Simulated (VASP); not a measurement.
# BeIr2 (Pnnm) in VASP: single point with PBE

Aim: the single point of BeIr2 with PBE.

Everything below comes from runs of VASP 6.6.1. Logs are shortened: lines on timing, memory, paths and dates and some standing lists are left out, and cuts for length are marked.

## (1) The cell of the first run

The structure is orthorhombic, space group Pnnm (No. 58). The conventional cell has a = 4.073 Å, b = 4.971 Å, c = 3.103 Å, α = 90.00°, β = 90.00°, γ = 90.00°. Within 2.7 Å of Be (site symmetry 2/m) lie 6 Ir at 2.05 to 2.06 Å. Within 3.4 Å of Ir (site symmetry m) lie 12 Ir at 2.03 to 3.10 Å and 6 Be at 2.05 to 3.30 Å.

## (2) Single point, PBE

INCAR reads:

```
SYSTEM = BeIr2
ALGO = Normal ; EDIFF = 1E-6
ENCUT = 560 ; GGA = PE
GGA_COMPAT = .FALSE. ; ISIF = 2
ISMEAR = 0 ; LASPH = .TRUE.
LCHARG = .TRUE. ; LELF = .TRUE.
LREAL = .FALSE. ; LVHAR = .TRUE.
LWAVE = .FALSE. ; NBANDS = 45
NELM = 120 ; PREC = Accurate
SIGMA = 0.1
```

KPOINTS reads:

```
k-points
0
G
  4 4 6
  0 0 0
```

POSCAR reads:

```
BeIr2
1.0
    4.0729630385      0.0000000000      0.0000000000
    0.0000000000      4.9710199565      0.0000000000
    0.0000000000      0.0000000000      3.1032448440
Be Ir
2 4
Direct
    0.0000000000      0.0000000000      0.0000000000
    0.5000000000      0.5000000000      0.5000000000
    0.2004000000      0.3787000000      0.0000000000
    0.7996000000      0.6213000000      0.0000000000
    0.7004000000      0.1213000000      0.5000000000
    0.2996000000      0.8787000000      0.5000000000
```

Potentials or basis: VASP PAW PBE potentials, release 64 (Be, Ir_sv_GW).

Command:

```
$ cat potpaw_PBE.64/Be/POTCAR potpaw_PBE.64/Ir_sv_GW/POTCAR > POTCAR
$ mpirun -np 1 vasp_std > vasp.out
```

OUTCAR:

```text
SYSTEM = BeIr2
   EDIFF = 1E-6
   ENCUT = 560
   GGA = PE
   ISIF = 2
   ISMEAR = 0
   LASPH = .TRUE.
   LREAL = .FALSE.
   NELM = 120
   PREC = Accurate

 ion  position               nearest neighbor table
   1  0.000  0.000  0.000-   3 2.05   4 2.05   5 2.06   6 2.06   5 2.06   6 2.06
   2  0.500  0.500  0.500-   5 2.05   6 2.05   3 2.06   4 2.06   3 2.06   4 2.06
   3  0.200  0.379  0.000-   4 2.03   1 2.05   2 2.06   2 2.06   4 2.72   5 2.86   5 2.86   5 2.86
                             5 2.86   6 2.96   6 2.96   6 2.96   6 2.96
   4  0.800  0.621  0.000-   3 2.03   1 2.05   2 2.06   2 2.06   3 2.72   6 2.86   6 2.86   6 2.86
                             6 2.86   5 2.96   5 2.96   5 2.96   5 2.96
   5  0.700  0.121  0.500-   6 2.03   2 2.05   1 2.06   1 2.06   6 2.72   3 2.86   3 2.86   3 2.86
                             3 2.86   4 2.96   4 2.96   4 2.96   4 2.96
   6  0.300  0.879  0.500-   5 2.03   2 2.05   1 2.06   1 2.06   5 2.72   4 2.86   4 2.86   4 2.86
                             4 2.86   3 2.96   3 2.96   3 2.96   3 2.96

  LATTYP: Found a simple orthorhombic cell.
 ALAT       =     3.1032448440
 B/A-ratio  =     1.3124852351
 C/A-ratio  =     1.6018781006

  Lattice vectors:

 A1 = (   0.0000000000,   0.0000000000,   3.1032448440)
 A2 = (   4.0729630385,   0.0000000000,   0.0000000000)
 A3 = (   0.0000000000,   4.9710199565,   0.0000000000)

Analysis of symmetry for initial positions (statically):
=====================================================================
 Subroutine PRICEL returns:
 Original cell was already a primitive cell.

 Routine SETGRP: Setting up the symmetry group for a
 simple orthorhombic supercell.

 Subroutine GETGRP returns: Found  8 space group operations
 (whereof  4 operations were pure point group operations)
 out of a pool of  8 trial point group operations.

The static configuration has the point symmetry C_2h.
 The point group associated with its full space group is D_2h.

Analysis of symmetry for dynamics (positions and initial velocities):
=====================================================================
 Subroutine PRICEL returns:
 Original cell was already a primitive cell.

 Routine SETGRP: Setting up the symmetry group for a
 simple orthorhombic supercell.

 Subroutine GETGRP returns: Found  8 space group operations
 (whereof  4 operations were pure point group operations)
 out of a pool of  8 trial point group operations.

The dynamic configuration has the point symmetry C_2h.
 The point group associated with its full space group is D_2h.

 Subroutine INISYM returns: Found  8 space group operations
 (whereof  4 operations are pure point group operations),
 and found     1 'primitive' translations

----------------------------------------------------------------------------------------

                                     Primitive cell

  volume of cell :      62.8307

  direct lattice vectors                    reciprocal lattice vectors
     4.072963039  0.000000000  0.000000000     0.245521501  0.000000000  0.000000000
     0.000000000  4.971019957  0.000000000     0.000000000  0.201165960  0.000000000
     0.000000000  0.000000000  3.103244844     0.000000000  0.000000000  0.322243345

  length of vectors
     4.072963039  4.971019957  3.103244844     0.245521501  0.201165960  0.322243345

  position of ions in fractional coordinates (direct lattice)
     0.000000000  0.000000000  0.000000000
     0.500000000  0.500000000  0.500000000
     0.200400000  0.378700000  0.000000000
     0.799600000  0.621300000  0.000000000
     0.700400000  0.121300000  0.500000000
     0.299600000  0.878700000  0.500000000

  ion indices of the primitive-cell ions
   primitive index   ion index
                 1           1
                 2           2
                 3           3
                 4           4
                 5           5
                 6           6

----------------------------------------------------------------------------------------

 KPOINTS: k-points

Automatic generation of k-mesh.
 Grid dimensions read from file:
 generate k-points for:    4    4    6

 Generating k-lattice:

  Cartesian coordinates                     Fractional coordinates (reciprocal lattice)
     0.061380375  0.000000000  0.000000000     0.250000000  0.000000000  0.000000000
     0.000000000  0.050291490  0.000000000     0.000000000  0.250000000  0.000000000
     0.000000000  0.000000000  0.053707224     0.000000000  0.000000000  0.166666667

  Length of vectors
     0.061380375  0.050291490  0.053707224

  Shift w.r.t. Gamma in fractional coordinates (k-lattice)
     0.000000000  0.000000000  0.000000000

 Subroutine IBZKPT returns following result:
 ===========================================

 Found     36 irreducible k-points:

 Following reciprocal coordinates:
            Coordinates               Weight
  0.000000  0.000000  0.000000      1.000000
  0.250000  0.000000  0.000000      2.000000
  0.500000  0.000000  0.000000      1.000000
  0.000000  0.250000  0.000000      2.000000
  0.250000  0.250000  0.000000      4.000000
  0.500000  0.250000  0.000000      2.000000
[... 16 lines left out ...]
  0.250000  0.250000  0.333333      8.000000
  0.500000  0.250000  0.333333      4.000000
 [... further k-points ...]
   k-points           NKPTS =     36   k-points in BZ     NKDIM =     36   number of bands    NBANDS=     45
   number of dos      NEDOS =    301   number of ions     NIONS =      6
   total plane-waves  NPLWV =  30720
   dimension x,y,z NGX =    32 NGY =   40 NGZ =   24
   dimension x,y,z NGXF=    64 NGYF=   80 NGZF=   48
   ions per type =               2   4
   NGX,Y,Z   is equivalent  to a cutoff of  13.06, 13.38, 12.86 a.u.
   NGXF,Y,Z  is equivalent  to a cutoff of  26.12, 26.75, 25.71 a.u.
 SYSTEM =  BeIr2
   PREC   = accura    normal or accurate (medium, high low for compatibility)
   ISTART =      0    job   : 0-new  1-cont  2-samecut
   ICHARG =      2    charge: 1-file 2-atom 10-const
   ISPIN  =      1    spin polarized calculation?
   LNONCOLLINEAR =      F non collinear calculations
   LSORBIT =      F    spin-orbit coupling
   LASPH  =      T    aspherical Exc in radial PAW
   ENCUT  =  560.0 eV  41.16 Ry    6.42 a.u.   7.86  9.59  5.99*2*pi/ulx,y,z
   NELM   =    120;   NELMIN=  2; NELMDL= -5     # of ELM steps
   EDIFF  = 0.1E-05   stopping-criterion for ELM
   LREAL  =      F    real-space projection
   EDIFFG = 0.1E-04   stopping-criterion for IOM
   NSW    =      0    number of steps for IOM
   IBRION =     -1    ionic relax: 0-MD 1-quasi-New 2-CG
   NFREE  =      0    steps in history (QN), initial steepest desc. (CG)
   ISIF   =      2    stress and relaxation
   ISYM   =      2    0-nonsym 1-usesym 2-fastsym
   POTIM  = 0.5000    time-step for ionic-motion
   TEBEG  =    0.0;   TEEND  =   0.0 temperature during run
   PSTRESS=    0.0 pullay stress
   NELECT =      72.0000    total number of electrons
   NUPDOWN=      -1.0000    fix difference up-down
   EMIN   =  10.00;   EMAX   =-10.00  energy-range for DOS
   EFERMI =   0.00;   METHOD = LEGACY
   ISMEAR =     0;   SIGMA  =   0.10  broadening in eV -4-tet -1-fermi 0-gaus
   EFERMI_NEDOS =   21; number of points for ismear=-14 and -15
   IALGO  =     38    algorithm
   IMIX   =      4    mixing-type and parameters
     AMIX     =   0.40;   BMIX     =  1.00
     AMIX_MAG =   1.60;   BMIX_MAG =  1.00
  volume/ion in A,a.u.               =      10.47        70.67
  Fermi-wavevector in a.u.,A,eV,Ry     =   1.713148  3.237381 39.931433  2.934878
  Thomas-Fermi vector in A             =   2.790946
   LORBIT       =      0    0 simple, 1 ext, 2 COOP (PROOUT), +10 PAW based schemes
   GGA     = PE    functional components
   LHFCALC =     F    Hartree Fock is set to
   AEXX    =    0.0000 exact exchange contribution
   IVDW    =     0    specifies the selected vdW correction
   LEPSILON=     F    determine dielectric tensor
   LRPA    =     F    only Hartree local field effects (RPA)
 non-spin polarized calculation
 Gauss-broadening in eV      SIGMA  =   0.10
  energy-cutoff  :      560.00
  volume of cell :       62.83
 maximum number of plane-waves:      1928
 NGX is ok and might be reduce to    32
   NGX = 15   NGY = 19   NGZ = 11

 number of electron      72.0000002 magnetization

 Free energy of the ion-electron system (eV)
  ---------------------------------------------------
  ext. energy  EPLUGINS =         0.00000000
  ---------------------------------------------------
  free energy    TOTEN  =       -34.86657531 eV

  energy without entropy =      -34.84141550  energy(sigma->0) =      -34.85399541

 E-fermi :  13.6706     XC(G=0): -14.4030

 val. band max:       13.6594997819   @ k =   0.5000   0.2500   0.5000
 cond. band min:      13.6897389814   @ k =   0.5000   0.0000   0.5000
 fundamental gap:      0.0302391995
 Fermi energy:        13.6706170898

 k-point     1 :       0.0000    0.0000    0.0000
  band No.  band energies     occupation
      1     -79.5229      2.00000
      2     -79.4880      2.00000
      3     -79.1229      2.00000
      4     -79.1141      2.00000
      5     -38.2512      2.00000
      6     -38.0580      2.00000
[... 37 lines left out ...]
     44      22.0958      0.00000
     45      23.6811      0.00000

 k-point     2 :       0.2500    0.0000    0.0000
  band No.  band energies     occupation
      1     -79.5128      2.00000
      2     -79.4877      2.00000
      3     -79.1267      2.00000
      4     -79.1210      2.00000
      5     -38.2075      2.00000
      6     -38.0806      2.00000
[... 37 lines left out ...]
     44      21.6121      0.00000
     45      24.5027      0.00000

 k-point     3 :       0.5000    0.0000    0.0000
  band No.  band energies     occupation
      1     -79.4950      2.00000
      2     -79.4950      2.00000
      3     -79.1296      2.00000
      4     -79.1296      2.00000
      5     -38.1332      2.00000
      6     -38.1332      2.00000
[... 997 lines left out ...]
     44      20.4789      0.00000
     45      21.7172      0.00000

 k-point    24 :       0.5000    0.2500    0.3333
  band No.  band energies     occupation
      1     -79.4927      2.00000
      2     -79.4927      2.00000
      3     -79.1276      2.00000
      4     -79.1276      2.00000
      5     -38.1206      2.00000
      6     -38.1206      2.00000
[... 37 lines left out ...]
     44      20.4131      0.00000
     45      21.9433      0.00000

 [... further k-points ...]
[... 5 lines left out ...]
  --------------------------------------------------------------------------------------
  -------------------------------------------------------------------------------------
  Total       66.5019385     51.0472267     30.7439033      0.0000000      0.0000000      0.0000000
  in kB     1695.7931200   1301.6994371    783.9666170      0.0000000      0.0000000      0.0000000
  external PRESSURE =    1260.4863913 kB  Pullay stress =       0.0000000 kB

 VOLUME and BASIS-vectors are now :
 -----------------------------------------------------------------------------
  energy-cutoff  :      560.00
  volume of cell :       62.83
      direct lattice vectors                 reciprocal lattice vectors
     4.072963039  0.000000000  0.000000000     0.245521501  0.000000000  0.000000000
     0.000000000  4.971019957  0.000000000     0.000000000  0.201165960  0.000000000
     0.000000000  0.000000000  3.103244844     0.000000000  0.000000000  0.322243345

 POSITION                                       TOTAL-FORCE (eV/Angst)
 -----------------------------------------------------------------------------------
      0.00000      0.00000      0.00000         0.000000      0.000000      0.000000
      2.03648      2.48551      1.55162         0.000000      0.000000      0.000000
      0.81622      1.88253      0.00000        11.077801     -7.612708      0.000000
      3.25674      3.08849      0.00000       -11.077801      7.612708     -0.000000
      2.85270      0.60298      1.55162        11.077801      7.612708      0.000000
      1.22026      4.36804      1.55162       -11.077801     -7.612708     -0.000000
 -----------------------------------------------------------------------------------
    total drift:                               -0.000000     -0.000000      0.000000

  FREE ENERGIE OF THE ION-ELECTRON SYSTEM (eV)
  ---------------------------------------------------
  free  energy   TOTEN  =       -34.8665753114 eV

  energy  without entropy=      -34.8414154999  energy(sigma->0) =      -34.85399541
```

Wall time 83 s (1 thread of Intel Xeon Platinum 8488C (Sapphire Rapids), shared host); peak memory 0.23 GiB.

Results:

- Free energy: -34.8666 eV
- Pressure: 126.0 GPa
- Largest force: 13.441 eV/Å
- Band gap on the k mesh: zero (bands 36 and 37 overlap by 0.65 eV)

Forces in eV/Å, atoms in the order of the input:
```
Be    0.000   0.000   0.000
Be    0.000   0.000   0.000
Ir   11.078  -7.613   0.000
Ir  -11.078   7.613   0.000
Ir   11.078   7.613   0.000
Ir  -11.078  -7.613   0.000
```

Levels at points of the mesh, in eV from the Fermi level:
```tsv
k point	band 32	band 33	band 34	band 35	band 36	band 37	band 38	band 39	band 40	band 41
(0.00, 0.00, 0.00)	-3.00	-1.72	-1.47	-1.30	-0.15	0.15	0.80	0.90	3.60	3.71
(0.50, 0.00, 0.00)	-1.61	-1.11	-1.11	-0.96	-0.96	-0.25	-0.25	0.89	0.89	5.36
(0.00, 0.50, 0.00)	-3.71	-2.82	-2.82	-0.52	-0.52	-0.28	-0.28	3.44	3.44	7.53
(0.50, 0.50, 0.00)	-4.06	-1.54	-1.54	0.19	0.19	0.40	0.40	0.88	0.88	7.95
(0.00, 0.00, 0.50)	-1.18	-0.77	-0.77	-0.04	-0.04	0.55	0.55	3.73	3.73	4.62
(0.50, 0.00, 0.50)	-1.90	-1.35	-1.35	-0.20	-0.20	0.02	0.02	3.07	3.07	5.08
(0.00, 0.50, 0.50)	-1.77	-1.30	-1.30	-0.36	-0.36	1.06	1.06	2.28	2.28	4.35
(0.50, 0.50, 0.50)	-2.09	-0.69	-0.69	0.07	0.07	0.82	0.82	1.88	1.88	2.12
```

Caveat: the k points lie up to 0.39 Å⁻¹ apart, too coarse for converged energies and pressures of a metal; spin-orbit coupling is left out, which moves the levels of the heavy elements; forces of over 1 eV/Å act on the atoms, so gaps and moduli don't describe the material at rest.

The gap in the log of VASP goes by the Fermi energy; the results here count the filled bands.